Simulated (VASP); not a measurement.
# Al2Co (P6/mmm) in VASP: single point with PBE

Aim: the single point of Al2Co with PBE.

All numbers are computed with VASP 6.6.1; they aren't measurements. Logs are shortened: lines on timing, memory, paths and dates and some standing lists are left out, and cuts for length are marked.

**1. The cell of the first run**

It takes space group P6/mmm (No. 191, hexagonal). The conventional cell has a = 2.632 Å, b = 2.632 Å, c = 7.922 Å, α = 90.00°, β = 90.00°, γ = 120.00°. Al (site symmetry 6mm) has 1 Co at 2.49 Å and 7 Al at 2.63 to 2.94 Å within 3.3 Å. Within 3.3 Å of Co (site symmetry 6/mmm) lie 2 Al at 2.49 Å and 6 Co at 2.63 Å.

The cell was generated, and may not be a known phase.

**2. Single point, PBE, collinear spin, ferromagnetic start**

File INCAR:

```
PREC     = Accurate       # precision mode
ENCUT    = 690            # plane-wave cutoff, eV
EDIFF    = 1E-6           # SCF threshold, eV
ISMEAR   = 0              # smearing method
SIGMA    = 0.1            # smearing width, eV
LREAL    = False          # projectors in reciprocal space
LASPH    = True           # aspherical terms in the spheres
NELM     = 200            # most SCF steps
ALGO     = Normal         # electronic algorithm
ISIF     = 2              # what is computed and relaxed
LWAVE    = False          # write WAVECAR
LCHARG   = False          # write CHGCAR
ISPIN    = 2              # spin polarisation
MAGMOM   = 0 0 1.7        # initial moments
LORBIT   = 11             # projections on sites
LMAXMIX  = 4              # l up to which the mixer works
GGA      = PE             # functional
NBANDS   = 22             # bands
GGA_COMPAT= False
```

File KPOINTS:

```
regular mesh
0
Gamma
  18 18 6
```

File POSCAR:

```
Al2Co
1.0
    2.6316326892      0.0000000000      0.0000000000
   -1.3158163446      2.2790607623      0.0000000000
    0.0000000000      0.0000000000      7.9222574541
Al Co
2 1
Direct
    0.0000000000      0.0000000000      0.1855422264
    0.0000000000      0.0000000000      0.8144577736
    0.0000000000      0.0000000000      0.5000000000
```

Potentials or basis: VASP PAW PBE potentials, release 64 (Al, Co_sv).

Launch:

```console
$ cat potpaw_PBE.64/Al/POTCAR potpaw_PBE.64/Co_sv/POTCAR > POTCAR
$ mpirun -np 1 vasp_std > vasp.out
```

OUTCAR:

```text
PREC = Accurate
   ENCUT = 690
   EDIFF = 1E-6
   ISMEAR = 0
   LREAL = False
   LASPH = True
   NELM = 200
   ISIF = 2
   ISPIN = 2
   LORBIT = 11
   GGA = PE

 ion  position               nearest neighbor table
   1  0.000  0.000  0.186-   3 2.49   2 2.94
   2  0.000  0.000  0.814-   3 2.49   1 2.94
   3  0.000  0.000  0.500-   1 2.49   2 2.49

  LATTYP: Found a hexagonal cell.
 ALAT       =     2.6316326892
 C/A-ratio  =     3.0103963546

  Lattice vectors:

 A1 = (   2.6316326892,   0.0000000000,   0.0000000000)
 A2 = (  -1.3158163446,   2.2790607623,   0.0000000000)
 A3 = (   0.0000000000,   0.0000000000,   7.9222574541)

Analysis of symmetry for initial positions (statically):
=====================================================================
 Subroutine PRICEL returns:
 Original cell was already a primitive cell.

 Routine SETGRP: Setting up the symmetry group for a
 hexagonal supercell.

 Subroutine GETGRP returns: Found 24 space group operations
 (whereof 24 operations were pure point group operations)
 out of a pool of 24 trial point group operations.

The static configuration has the point symmetry D_6h.

Analysis of symmetry for dynamics (positions and initial velocities):
=====================================================================
 Subroutine PRICEL returns:
 Original cell was already a primitive cell.

 Routine SETGRP: Setting up the symmetry group for a
 hexagonal supercell.

 Subroutine GETGRP returns: Found 24 space group operations
 (whereof 24 operations were pure point group operations)
 out of a pool of 24 trial point group operations.

The dynamic configuration has the point symmetry D_6h.

Analysis of structural, dynamic, and magnetic symmetry:
=====================================================================
 Subroutine PRICEL returns:
 Original cell was already a primitive cell.

 Routine SETGRP: Setting up the symmetry group for a
 hexagonal supercell.

 Subroutine GETGRP returns: Found 24 space group operations
 (whereof 24 operations were pure point group operations)
 out of a pool of 24 trial point group operations.

The overall configuration has the point symmetry D_6h.

 Subroutine INISYM returns: Found 24 space group operations
 (whereof 24 operations are pure point group operations),
 and found     1 'primitive' translations

----------------------------------------------------------------------------------------

                                     Primitive cell

  volume of cell :      47.5149

  direct lattice vectors                    reciprocal lattice vectors
     2.631632689  0.000000000  0.000000000     0.379992240  0.219388622  0.000000000
    -1.315816345  2.279060762  0.000000000     0.000000000  0.438777244  0.000000000
     0.000000000  0.000000000  7.922257454     0.000000000  0.000000000  0.126226648

  length of vectors
     2.631632689  2.631632689  7.922257454     0.438777244  0.438777244  0.126226648

  position of ions in fractional coordinates (direct lattice)
     0.000000000  0.000000000  0.185542226
     0.000000000  0.000000000  0.814457774
     0.000000000  0.000000000  0.500000000

  ion indices of the primitive-cell ions
   primitive index   ion index
                 1           1
                 2           2
                 3           3

----------------------------------------------------------------------------------------

 KPOINTS: regular mesh

Automatic generation of k-mesh.
 Grid dimensions read from file:
 generate k-points for:   18   18    6

 Generating k-lattice:

  Cartesian coordinates                     Fractional coordinates (reciprocal lattice)
     0.021110680  0.012188257  0.000000000     0.055555556 -0.000000000  0.000000000
     0.000000000  0.024376514  0.000000000     0.000000000  0.055555556  0.000000000
     0.000000000  0.000000000  0.021037775     0.000000000  0.000000000  0.166666667

  Length of vectors
     0.024376514  0.024376514  0.021037775

  Shift w.r.t. Gamma in fractional coordinates (k-lattice)
     0.000000000  0.000000000  0.000000000

 Subroutine IBZKPT returns following result:
 ===========================================

 Found    148 irreducible k-points:

 Following reciprocal coordinates:
            Coordinates               Weight
  0.000000  0.000000  0.000000      1.000000
  0.055556  0.000000  0.000000      6.000000
  0.111111  0.000000  0.000000      6.000000
  0.166667 -0.000000  0.000000      6.000000
  0.222222 -0.000000  0.000000      6.000000
  0.277778  0.000000  0.000000      6.000000
[... 16 lines left out ...]
  0.333333  0.111111  0.000000     12.000000
  0.388889  0.111111  0.000000     12.000000
 [... further k-points ...]
   k-points           NKPTS =    148   k-points in BZ     NKDIM =    148   number of bands    NBANDS=     22
   number of dos      NEDOS =    301   number of ions     NIONS =      3
   total plane-waves  NPLWV =  40320
   dimension x,y,z NGX =    24 NGY =   24 NGZ =   70
   dimension x,y,z NGXF=    48 NGYF=   48 NGZF=  140
   ions per type =               2   1
   NGX,Y,Z   is equivalent  to a cutoff of  15.16, 15.16, 14.69 a.u.
   NGXF,Y,Z  is equivalent  to a cutoff of  30.32, 30.32, 29.38 a.u.
 SYSTEM =  unknown system
   PREC   = accura    normal or accurate (medium, high low for compatibility)
   ISTART =      0    job   : 0-new  1-cont  2-samecut
   ICHARG =      2    charge: 1-file 2-atom 10-const
   ISPIN  =      2    spin polarized calculation?
   LNONCOLLINEAR =      F non collinear calculations
   LSORBIT =      F    spin-orbit coupling
   LASPH  =      T    aspherical Exc in radial PAW
   ENCUT  =  690.0 eV  50.71 Ry    7.12 a.u.   5.64  5.64 16.97*2*pi/ulx,y,z
   NELM   =    200;   NELMIN=  2; NELMDL= -5     # of ELM steps
   EDIFF  = 0.1E-05   stopping-criterion for ELM
   LREAL  =      F    real-space projection
[... 7 lines left out ...]
   TEBEG  =    0.0;   TEEND  =   0.0 temperature during run
   PSTRESS=    0.0 pullay stress
   NELECT =      23.0000    total number of electrons
   NUPDOWN=      -1.0000    fix difference up-down
   EMIN   =  10.00;   EMAX   =-10.00  energy-range for DOS
   EFERMI =   0.00;   METHOD = LEGACY
   ISMEAR =     0;   SIGMA  =   0.10  broadening in eV -4-tet -1-fermi 0-gaus
   EFERMI_NEDOS =   21; number of points for ismear=-14 and -15
   IALGO  =     38    algorithm
   IMIX   =      4    mixing-type and parameters
     AMIX     =   0.40;   BMIX     =  1.00
     AMIX_MAG =   1.60;   BMIX_MAG =  1.00
  volume/ion in A,a.u.               =      15.84       106.88
  Fermi-wavevector in a.u.,A,eV,Ry     =   1.285407  2.429067 22.480521  1.652272
  Thomas-Fermi vector in A             =   2.417543
   LORBIT       =     11    0 simple, 1 ext, 2 COOP (PROOUT), +10 PAW based schemes
   GGA     = PE    functional components
   LHFCALC =     F    Hartree Fock is set to
   AEXX    =    0.0000 exact exchange contribution
   IVDW    =     0    specifies the selected vdW correction
   LEPSILON=     F    determine dielectric tensor
   LRPA    =     F    only Hartree local field effects (RPA)
 spin polarized calculation
 Gauss-broadening in eV      SIGMA  =   0.10
  energy-cutoff  :      690.00
  volume of cell :       47.51
 maximum number of plane-waves:      1978
 NGX is ok and might be reduce to    24
   NGX = 11   NGY = 11   NGZ = 33

 number of electron      23.0000025 magnetization       1.4899215

 Free energy of the ion-electron system (eV)
  ---------------------------------------------------
  ext. energy  EPLUGINS =         0.00000000
  ---------------------------------------------------
  free energy    TOTEN  =       -13.40514177 eV

  energy without entropy =      -13.39108754  energy(sigma->0) =      -13.39811465

 E-fermi :   7.8783     XC(G=0): -10.7337

 val. band max:        7.8775582551   @ k =   0.2778   0.0556   0.3333
 cond. band min:       7.8811993470   @ k =   0.3333   0.3333   0.5000
 fundamental gap:      0.0036410919
 Fermi energy:         7.8782602228

 spin component 1

 k-point     1 :       0.0000    0.0000    0.0000
  band No.  band energies     occupation
      1     -87.9504      1.00000
      2     -51.2524      1.00000
      3     -51.1230      1.00000
      4     -51.1230      1.00000
      5      -2.4870      1.00000
      6      -0.8556      1.00000
[... 14 lines left out ...]
     21      23.9510      0.00000
     22      23.9510      0.00000

 k-point     2 :       0.0556    0.0000    0.0000
  band No.  band energies     occupation
      1     -87.9499      1.00000
      2     -51.2520      1.00000
      3     -51.1270      1.00000
      4     -51.1241      1.00000
      5      -2.3991      1.00000
      6      -0.7715      1.00000
[... 14 lines left out ...]
     21      24.1026      0.00000
     22      24.7738      0.00000

 k-point     3 :       0.1111    0.0000    0.0000
  band No.  band energies     occupation
      1     -87.9485      1.00000
      2     -51.2506      1.00000
      3     -51.1382      1.00000
      4     -51.1268      1.00000
      5      -2.1359      1.00000
      6      -0.5203      1.00000
[... 14 lines left out ...]
     21      23.6773      0.00000
     22      24.1485      0.00000
[... 476 lines left out ...]
 k-point    23 :       0.3333    0.1111    0.0000
  band No.  band energies     occupation
      1     -87.9353      1.00000
      2     -51.2375      1.00000
      3     -51.2341      1.00000
      4     -51.1599      1.00000
      5       1.9328      1.00000
      6       3.1364      1.00000
[... 14 lines left out ...]
     21      18.9173      0.00000
     22      19.6604      0.00000

 k-point    24 :       0.3889    0.1111    0.0000
  band No.  band energies     occupation
      1     -87.9339      1.00000
      2     -51.2438      1.00000
      3     -51.2362      1.00000
      4     -51.1634      1.00000
      5       3.1127      1.00000
      6       3.8593      1.00000
[... 14 lines left out ...]
     21      17.7812      0.00000
     22      19.1724      0.00000

 [... further k-points ...]

 spin component 2

 k-point     1 :       0.0000    0.0000    0.0000
  band No.  band energies     occupation
      1     -86.0814      1.00000
      2     -49.5046      1.00000
      3     -49.2584      1.00000
      4     -49.2584      1.00000
      5      -2.4989      1.00000
      6      -0.8852      1.00000
[... 14 lines left out ...]
     21      23.9555      0.00000
     22      23.9555      0.00000

 k-point     2 :       0.0556    0.0000    0.0000
  band No.  band energies     occupation
      1     -86.0809      1.00000
      2     -49.5041      1.00000
      3     -49.2628      1.00000
      4     -49.2596      1.00000
      5      -2.4109      1.00000
      6      -0.8006      1.00000
[... 14 lines left out ...]
     21      24.1016      0.00000
     22      24.7756      0.00000

 k-point     3 :       0.1111    0.0000    0.0000
  band No.  band energies     occupation
      1     -86.0793      1.00000
      2     -49.5025      1.00000
      3     -49.2751      1.00000
      4     -49.2626      1.00000
      5      -2.1474      1.00000
      6      -0.5474      1.00000
[... 14 lines left out ...]
     21      23.6817      0.00000
     22      24.1471      0.00000
[... 476 lines left out ...]
 k-point    23 :       0.3333    0.1111    0.0000
  band No.  band energies     occupation
      1     -86.0651      1.00000
      2     -49.4883      1.00000
      3     -49.3798      1.00000
      4     -49.2986      1.00000
      5       1.9403      1.00000
      6       3.2811      1.00000
[... 14 lines left out ...]
     21      19.0962      0.00000
     22      19.7584      0.00000

 k-point    24 :       0.3889    0.1111    0.0000
  band No.  band energies     occupation
      1     -86.0637      1.00000
      2     -49.4869      1.00000
      3     -49.3904      1.00000
      4     -49.3024      1.00000
      5       3.1494      1.00000
      6       4.2696      1.00000
[... 14 lines left out ...]
     21      18.0254      0.00000
     22      19.2476      0.00000

 [... further k-points ...]

------------------------ aborting loop because EDIFF is reached ----------------------------------------

  FORCE on cell =-STRESS in cart. coord.  units (eV):
  Direction    XX          YY          ZZ          XY          YZ          ZX
  --------------------------------------------------------------------------------------
  -------------------------------------------------------------------------------------
  Total       -0.0546681     -0.0546681     -0.0385006      0.0000000     -0.0000000      0.0000000
  in kB       -1.8433795     -1.8433795     -1.2982181      0.0000000     -0.0000000      0.0000000
  external PRESSURE =      -1.6616590 kB  Pullay stress =       0.0000000 kB

 VOLUME and BASIS-vectors are now :
 -----------------------------------------------------------------------------
  energy-cutoff  :      690.00
  volume of cell :       47.51
      direct lattice vectors                 reciprocal lattice vectors
     2.631632689  0.000000000  0.000000000     0.379992240  0.219388622  0.000000000
    -1.315816345  2.279060762  0.000000000     0.000000000  0.438777244  0.000000000
     0.000000000  0.000000000  7.922257454     0.000000000  0.000000000  0.126226648

 POSITION                                       TOTAL-FORCE (eV/Angst)
 -----------------------------------------------------------------------------------
      0.00000      0.00000      1.46991         0.000000     -0.000000     -0.000021
      0.00000      0.00000      6.45234        -0.000000      0.000000      0.000021
      0.00000      0.00000      3.96113         0.000000      0.000000      0.000000
 -----------------------------------------------------------------------------------
    total drift:                                0.000000      0.000000      0.000000

  FREE ENERGIE OF THE ION-ELECTRON SYSTEM (eV)
  ---------------------------------------------------
  free  energy   TOTEN  =       -13.4051417686 eV

  energy  without entropy=      -13.3910875373  energy(sigma->0) =      -13.39811465

 total charge

# of ion       s       p       d       tot
------------------------------------------
    1        0.451   0.368   0.000   0.818
    2        0.451   0.368   0.000   0.818
    3        2.225   6.059   6.726  15.010
--------------------------------------------------
tot          3.126   6.795   6.726  16.647

 magnetization (x)

# of ion       s       p       d       tot
------------------------------------------
    1       -0.001  -0.001   0.000  -0.002
    2       -0.001  -0.001   0.000  -0.002
    3       -0.001  -0.003   1.562   1.558
--------------------------------------------------
tot         -0.003  -0.004   1.562   1.554
```

Run time: 5 min. Hardware: 1 thread of AMD EPYC 9R45 (Zen 5), shared host; peak memory 0.44 GiB.

Results:

```yaml
Free_energy: -13.4051 eV
Pressure: -0.2 GPa
Net_moment: 1.49 μB per cell
Site_moments: Al -0.00; Co +1.56 μB
Valence_electrons_inside_the_program's_atomic_spheres: Al 0.82; Co 15.01
```

Levels at points of the mesh, in eV from the Fermi level:
Spin up:
```
           k point  band 8  band 9  band 10  band 11  band 12  band 13  band 14  band 15  band 16  band 17
(0.00, 0.00, 0.00)   -3.46   -2.10    -2.10    -1.54    -1.54    -0.75     0.98    10.43    11.46    14.68
(0.50, 0.00, 0.00)   -3.13   -1.81    -1.50    -1.43    -1.26    -0.68     0.79     2.43     5.62     6.34
(0.00, 0.00, 0.50)   -4.23   -2.55    -2.10    -2.10    -1.54    -1.54     4.62     5.66    14.67    14.67
(0.50, 0.00, 0.50)   -2.83   -2.81    -2.46    -1.81    -0.68     0.20     1.99     1.99     4.17     4.65
```
Spin down:
| k point | band 7 | band 8 | band 9 | band 10 | band 11 | band 12 | band 13 | band 14 | band 15 | band 16 |
| --- | --- | --- | --- | --- | --- | --- | --- | --- | --- | --- |
| (0.00, 0.00, 0.00) | -6.35 | -2.83 | -0.80 | -0.60 | -0.60 | 0.43 | 0.43 | 1.36 | 10.49 | 11.59 |
| (0.50, 0.00, 0.00) | -3.25 | -2.22 | -1.28 | -0.93 | -0.52 | 0.09 | 0.75 | 1.00 | 3.02 | 5.62 |
| (0.00, 0.00, 0.50) | -4.72 | -4.26 | -1.84 | -0.60 | -0.60 | 0.43 | 0.43 | 4.67 | 5.88 | 14.65 |
| (0.50, 0.00, 0.50) | -2.86 | -2.81 | -1.99 | -1.33 | 0.09 | 0.82 | 1.00 | 1.97 | 1.99 | 4.44 |
